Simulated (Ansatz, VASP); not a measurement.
## ZnO: VASP beside Ansatz

```
Zn O
1.0
     3.26950    0.00000    0.00000
    -1.63475    2.83147    0.00000
     0.00000    0.00000    5.20700
Zn O
2 2
Direct
  0.33333 0.66667 0.99971
  0.66667 0.33333 0.49971
  0.33333 0.66667 0.38229
  0.66667 0.33333 0.88229
```

Alike in both runs: functional PBE; k mesh 8 × 8 × 5; occupations gaussian, width 0.05 eV; no spin polarisation.

Ansatz relaxed the structure, and its values are those at the end. VASP's run is a single point on that final structure, the one shown.

|  | VASP | Ansatz |
| --- | --- | --- |
| version | VASP 6.6.1 | Ansatz 0.2.0 |
| potentials or method | VASP PAW PBE potentials, release 64 (Zn, O) | scalar-relativistic, plane waves, PAW |
| plane-wave cutoff (eV) | 520 | 420 |
| valence electrons in the cell | 36 | 36 |

```csv
,VASP,Ansatz,Ansatz less VASP
pressure (GPa),4.0,3.0,-1.01
```

The functional is the same, so the differences come from potentials, cutoffs and numerics. Ansatz's warnings: stress scf threshold loose.
